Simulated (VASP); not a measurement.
# HfSi2O6 (C2) in VASP: single point with PBE

Aim: the single point of HfSi2O6 with PBE.

Program: VASP 6.6.1. These are calculated values, not measurements. Logs are shortened: lines on timing, memory, paths and dates and some standing lists are left out, and cuts for length are marked.

## Step 1: The cell of the first run

It takes space group C2 (No. 5, monoclinic). The conventional cell has a = 9.911 Å, b = 5.016 Å, c = 5.885 Å, α = 90.00°, β = 91.72°, γ = 90.00°. Within 2.6 Å of Hf (site symmetry 2) lie 4 O at 1.94 to 1.96 Å. Si (site symmetry 1) has 4 O at 1.63 to 1.64 Å within 2.2 Å. Within 2.2 Å of O (site symmetry 1) lie 1 Si at 1.63 Å and 1 Hf at 1.94 Å. O (site symmetry 1) has 2 Si at 1.64 Å within 2.2 Å. O (site symmetry 1) has 1 Si at 1.63 Å and 1 Hf at 1.96 Å within 2.2 Å.

## Step 2: Single point, PBE

Input file INCAR:

```
SYSTEM = HfSi2O6
PREC = Accurate
ENCUT = 520
EDIFF = 1E-6
ISMEAR = 0
SIGMA = 0.02
LREAL = .FALSE.
LASPH = .TRUE.
NELM = 60
ALGO = Normal
ISIF = 2
LWAVE = .FALSE.
LCHARG = .TRUE.
GGA = PE
LELF = .TRUE.
LVHAR = .TRUE.
NBANDS = 37
```

Input file KPOINTS:

```
regular mesh
0
G
  6 6 4
  0 0 0
```

Input file POSCAR:

```
HfSi2O6
1.0
    4.9553433230     -2.5079404205     -0.0125374672
    4.9553433230      2.5079404205     -0.0125374672
   -0.1615720370      0.0000000000      5.8826428571
Hf Si O
1 2 6
Direct
    0.4587935950      0.5412064050      0.0000000000
    0.5193966769      0.9865639269      0.6551787056
    0.0134360731      0.4806033231      0.3448212944
    0.7916039250      0.4295669649      0.2022838980
    0.3048396896      0.1550932370      0.4318781444
    0.5704330351      0.2083960750      0.7977161020
    0.1259401569      0.6285811837      0.1826300001
    0.8449067630      0.6951603104      0.5681218556
    0.3714188163      0.8740598431      0.8173699999
```

Potentials or basis: VASP PAW PBE potentials, release 64 (Hf_pv, Si, O).

Command:

```console
cat potpaw_PBE.64/Hf_pv/POTCAR potpaw_PBE.64/Si/POTCAR potpaw_PBE.64/O/POTCAR > POTCAR
mpirun -np 1 vasp_std > vasp.out
```

OUTCAR:

```text
SYSTEM = HfSi2O6
   PREC = Accurate
   ENCUT = 520
   EDIFF = 1E-6
   ISMEAR = 0
   LREAL = .FALSE.
   LASPH = .TRUE.
   NELM = 60
   ISIF = 2
   GGA = PE

 ion  position               nearest neighbor table
   1  0.459  0.541  0.000-   4 1.94   6 1.94   7 1.96   9 1.96   2 3.41   3 3.41   3 3.49   2 3.49

   2  0.519  0.987  0.655-   6 1.63   9 1.63   5 1.64   8 1.64   3 3.10   3 3.10   1 3.41   1 3.49

   3  0.013  0.481  0.345-   4 1.63   7 1.63   8 1.64   5 1.64   2 3.10   2 3.10   1 3.41   1 3.49

   4  0.792  0.430  0.202-   3 1.63   1 1.94
   5  0.305  0.155  0.432-   2 1.64   3 1.64
   6  0.570  0.208  0.798-   2 1.63   1 1.94
   7  0.126  0.629  0.183-   3 1.63   1 1.96
   8  0.845  0.695  0.568-   3 1.64   2 1.64
   9  0.371  0.874  0.817-   2 1.63   1 1.96

  LATTYP: Found a base centered monoclinic cell.
 ALAT       =     9.9107183669
 B/A-ratio  =     0.5061066873
 C/A-ratio  =     0.5937875622
 COS(beta)  =    -0.0299845795

  Lattice vectors:

 A1 = (   4.9553433230,  -2.5079404205,  -0.0125374672)
 A2 = (   4.9553433230,   2.5079404205,  -0.0125374672)
 A3 = (  -0.1615720370,   0.0000000000,   5.8826428571)

Analysis of symmetry for initial positions (statically):
=====================================================================
 Subroutine PRICEL returns:
 Original cell was already a primitive cell.

 Routine SETGRP: Setting up the symmetry group for a
 base centered monoclinic supercell.

 Subroutine GETGRP returns: Found  2 space group operations
 (whereof  2 operations were pure point group operations)
 out of a pool of  4 trial point group operations.

The static configuration has the point symmetry C_2 .

Analysis of symmetry for dynamics (positions and initial velocities):
=====================================================================
 Subroutine PRICEL returns:
 Original cell was already a primitive cell.

 Routine SETGRP: Setting up the symmetry group for a
 base centered monoclinic supercell.

 Subroutine GETGRP returns: Found  2 space group operations
 (whereof  2 operations were pure point group operations)
 out of a pool of  4 trial point group operations.

The dynamic configuration has the point symmetry C_2 .

 Subroutine INISYM returns: Found  2 space group operations
 (whereof  2 operations are pure point group operations),
 and found     1 'primitive' translations

----------------------------------------------------------------------------------------

                                     Primitive cell

  volume of cell :     146.2053

  direct lattice vectors                    reciprocal lattice vectors
     4.955343323 -2.507940421 -0.012537467     0.100908195 -0.199366778  0.002771534
     4.955343323  2.507940421 -0.012537467     0.100908195  0.199366778  0.002771534
    -0.161572037  0.000000000  5.882642857     0.000430124  0.000000000  0.170003436

  length of vectors
     5.553859000  5.553859000  5.884861299     0.223466456  0.223466456  0.170003980

  position of ions in fractional coordinates (direct lattice)
     0.458793595  0.541206405  0.000000000
     0.519396677  0.986563927  0.655178706
     0.013436073  0.480603323  0.344821294
     0.791603925  0.429566965  0.202283898
     0.304839690  0.155093237  0.431878144
     0.570433035  0.208396075  0.797716102
     0.125940157  0.628581184  0.182630000
     0.844906763  0.695160310  0.568121856
     0.371418816  0.874059843  0.817370000

  ion indices of the primitive-cell ions
   primitive index   ion index
                 1           1
                 2           2
                 3           3
                 4           4
                 5           5
                 6           6
                 7           7
                 8           8
                 9           9

----------------------------------------------------------------------------------------

 KPOINTS: regular mesh

Automatic generation of k-mesh.
 Grid dimensions read from file:
 generate k-points for:    6    6    4

 Generating k-lattice:

  Cartesian coordinates                     Fractional coordinates (reciprocal lattice)
     0.016818032 -0.033227796  0.000461922     0.166666667  0.000000000 -0.000000000
     0.016818032  0.033227796  0.000461922     0.000000000  0.166666667 -0.000000000
     0.000107531  0.000000000  0.042500859     0.000000000  0.000000000  0.250000000

  Length of vectors
     0.037244409  0.037244409  0.042500995

  Shift w.r.t. Gamma in fractional coordinates (k-lattice)
     0.000000000  0.000000000  0.000000000

 Subroutine IBZKPT returns following result:
 ===========================================

 Found     47 irreducible k-points:

 Following reciprocal coordinates:
            Coordinates               Weight
  0.000000  0.000000  0.000000      1.000000
  0.166667 -0.000000  0.000000      4.000000
  0.333333 -0.000000  0.000000      4.000000
  0.500000 -0.000000  0.000000      2.000000
  0.166667  0.166667  0.000000      2.000000
  0.333333  0.166667  0.000000      4.000000
[... 16 lines left out ...]
 -0.333333  0.166667  0.250000      4.000000
 -0.166667  0.166667  0.250000      4.000000
 [... further k-points ...]
   k-points           NKPTS =     47   k-points in BZ     NKDIM =     47   number of bands    NBANDS=     37
   number of dos      NEDOS =    301   number of ions     NIONS =      9
   total plane-waves  NPLWV =  84672
   dimension x,y,z NGX =    42 NGY =   42 NGZ =   48
   dimension x,y,z NGXF=    84 NGYF=   84 NGZF=   96
   ions per type =               1   2   6
   NGX,Y,Z   is equivalent  to a cutoff of  12.57, 12.57, 13.56 a.u.
   NGXF,Y,Z  is equivalent  to a cutoff of  25.14, 25.14, 27.12 a.u.
 SYSTEM =  HfSi2O6
   PREC   = accura    normal or accurate (medium, high low for compatibility)
   ISTART =      0    job   : 0-new  1-cont  2-samecut
   ICHARG =      2    charge: 1-file 2-atom 10-const
   ISPIN  =      1    spin polarized calculation?
   LNONCOLLINEAR =      F non collinear calculations
   LSORBIT =      F    spin-orbit coupling
   LASPH  =      T    aspherical Exc in radial PAW
   ENCUT  =  520.0 eV  38.22 Ry    6.18 a.u.  10.33 10.33 10.94*2*pi/ulx,y,z
   NELM   =     60;   NELMIN=  2; NELMDL= -5     # of ELM steps
   EDIFF  = 0.1E-05   stopping-criterion for ELM
   LREAL  =      F    real-space projection
   EDIFFG = 0.1E-04   stopping-criterion for IOM
   NSW    =      0    number of steps for IOM
   IBRION =     -1    ionic relax: 0-MD 1-quasi-New 2-CG
   NFREE  =      0    steps in history (QN), initial steepest desc. (CG)
   ISIF   =      2    stress and relaxation
   ISYM   =      2    0-nonsym 1-usesym 2-fastsym
   POTIM  = 0.5000    time-step for ionic-motion
   TEBEG  =    0.0;   TEEND  =   0.0 temperature during run
   PSTRESS=    0.0 pullay stress
   NELECT =      54.0000    total number of electrons
   NUPDOWN=      -1.0000    fix difference up-down
   EMIN   =  10.00;   EMAX   =-10.00  energy-range for DOS
   EFERMI =   0.00;   METHOD = LEGACY
   ISMEAR =     0;   SIGMA  =   0.02  broadening in eV -4-tet -1-fermi 0-gaus
   EFERMI_NEDOS =   21; number of points for ismear=-14 and -15
   IALGO  =     38    algorithm
   IMIX   =      4    mixing-type and parameters
     AMIX     =   0.40;   BMIX     =  1.00
     AMIX_MAG =   1.60;   BMIX_MAG =  1.00
  volume/ion in A,a.u.               =      16.25       109.63
  Fermi-wavevector in a.u.,A,eV,Ry     =   1.174586  2.219647 18.771324  1.379653
  Thomas-Fermi vector in A             =   2.310981
   LORBIT       =      0    0 simple, 1 ext, 2 COOP (PROOUT), +10 PAW based schemes
   GGA     = PE    functional components
   LHFCALC =     F    Hartree Fock is set to
   AEXX    =    0.0000 exact exchange contribution
   IVDW    =     0    specifies the selected vdW correction
   LEPSILON=     F    determine dielectric tensor
   LRPA    =     F    only Hartree local field effects (RPA)
 non-spin polarized calculation
 Gauss-broadening in eV      SIGMA  =   0.02
  energy-cutoff  :      520.00
  volume of cell :      146.21
 maximum number of plane-waves:      3956
 NGX is ok and might be reduce to    42
   NGX = 21   NGY = 21   NGZ = 21

 number of electron      54.0000005 magnetization

 Free energy of the ion-electron system (eV)
  ---------------------------------------------------
  ext. energy  EPLUGINS =         0.00000000
  ---------------------------------------------------
  free energy    TOTEN  =       -77.29244562 eV

  energy without entropy =      -77.29244562  energy(sigma->0) =      -77.29244562

 E-fermi :  -0.3344     XC(G=0):  -8.3574

 val. band max:       -0.4918042923   @ k =   0.0000   0.0000   0.5000
 cond. band min:       4.5354802229   @ k =   0.0000   0.0000   0.0000
 fundamental gap:      5.0272845152
 Fermi energy:        -0.3343561808

 k-point     1 :       0.0000    0.0000    0.0000
  band No.  band energies     occupation
      1     -29.3942      2.00000
      2     -29.3502      2.00000
      3     -29.3229      2.00000
      4     -19.2282      2.00000
      5     -17.7434      2.00000
      6     -17.4864      2.00000
[... 29 lines left out ...]
     36       9.4372      0.00000
     37      10.2416      0.00000

 k-point     2 :       0.1667   -0.0000    0.0000
  band No.  band energies     occupation
      1     -29.3948      2.00000
      2     -29.3501      2.00000
      3     -29.3231      2.00000
      4     -19.1543      2.00000
      5     -17.9370      2.00000
      6     -17.3762      2.00000
[... 29 lines left out ...]
     36       9.3598      0.00000
     37      10.1634      0.00000

 k-point     3 :       0.3333   -0.0000    0.0000
  band No.  band energies     occupation
      1     -29.3960      2.00000
      2     -29.3499      2.00000
      3     -29.3235      2.00000
      4     -18.9445      2.00000
      5     -18.2738      2.00000
      6     -17.3277      2.00000
[... 29 lines left out ...]
     36       9.3398      0.00000
     37       9.9801      0.00000
[... 761 lines left out ...]
 k-point    23 :      -0.3333    0.1667    0.2500
  band No.  band energies     occupation
      1     -29.3966      2.00000
      2     -29.3498      2.00000
      3     -29.3237      2.00000
      4     -18.6477      2.00000
      5     -18.6093      2.00000
      6     -17.3411      2.00000
[... 29 lines left out ...]
     36       9.2325      0.00000
     37       9.6205      0.00000

 k-point    24 :      -0.1667    0.1667    0.2500
  band No.  band energies     occupation
      1     -29.3959      2.00000
      2     -29.3500      2.00000
      3     -29.3232      2.00000
      4     -18.9315      2.00000
      5     -18.2941      2.00000
      6     -17.4245      2.00000
[... 29 lines left out ...]
     36       9.2275      0.00000
     37      10.0532      0.00000

 [... further k-points ...]
[... 5 lines left out ...]
  --------------------------------------------------------------------------------------
  -------------------------------------------------------------------------------------
  Total       -0.3240798     -0.3738943     -0.3421569      0.0000000      0.0000000     -0.0360220
  in kB       -3.5513971     -4.0972845     -3.7494935      0.0000000      0.0000000     -0.3947438
  external PRESSURE =      -3.7993917 kB  Pullay stress =       0.0000000 kB

 VOLUME and BASIS-vectors are now :
 -----------------------------------------------------------------------------
  energy-cutoff  :      520.00
  volume of cell :      146.21
      direct lattice vectors                 reciprocal lattice vectors
     4.955343323 -2.507940421 -0.012537467     0.100908195 -0.199366778  0.002771534
     4.955343323  2.507940421 -0.012537467     0.100908195  0.199366778  0.002771534
    -0.161572037  0.000000000  5.882642857     0.000430124  0.000000000  0.170003436

 POSITION                                       TOTAL-FORCE (eV/Angst)
 -----------------------------------------------------------------------------------
      4.95534      0.20669     -0.01254         0.000000     -0.013811     -0.000000
      7.35669      1.17163      3.83530         0.016836     -0.012214     -0.010904
      2.39242      1.17163      2.02227        -0.016836     -0.012214      0.010904
      6.01864     -0.90797      1.17465        -0.106182      0.108495     -0.111985
      2.20935     -0.37556      2.53482         0.004023     -0.004454     -0.003634
      3.73048     -0.90797      4.68291         0.106182      0.108495      0.111985
      3.70940      1.26059      1.06489         0.126396     -0.084922     -0.106171
      7.53977     -0.37556      3.32275        -0.004023     -0.004454      0.003634
      6.03971      1.26059      4.79268        -0.126396     -0.084922      0.106171
 -----------------------------------------------------------------------------------
    total drift:                                0.000000     -0.000167     -0.000000

  FREE ENERGIE OF THE ION-ELECTRON SYSTEM (eV)
  ---------------------------------------------------
  free  energy   TOTEN  =       -77.2924456180 eV

  energy  without entropy=      -77.2924456180  energy(sigma->0) =      -77.29244562
```

It took 4.3 min on 1 thread of Intel Xeon Platinum 8375C at 2.90GHz (Ice Lake), shared host; peak memory 0.41 GiB.

What came out:

| Property | Result |
| --- | --- |
| Free energy | -77.2924 eV |
| Pressure | -0.4 GPa |
| Largest force | 0.189 eV/Å |
| Band gap on the k mesh | 5.03 eV, indirect (least direct gap 5.29 eV) |

Forces in eV/Å, atoms in the order of the input:
```
Hf   0.000 -0.014  0.000
Si   0.017 -0.012 -0.011
Si  -0.017 -0.012  0.011
O   -0.106  0.108 -0.112
O    0.004 -0.004 -0.004
O    0.106  0.108  0.112
O    0.126 -0.085 -0.106
O   -0.004 -0.004  0.004
O   -0.126 -0.085  0.106
```

Caveat: spin-orbit coupling is left out, which moves the levels of the heavy elements.
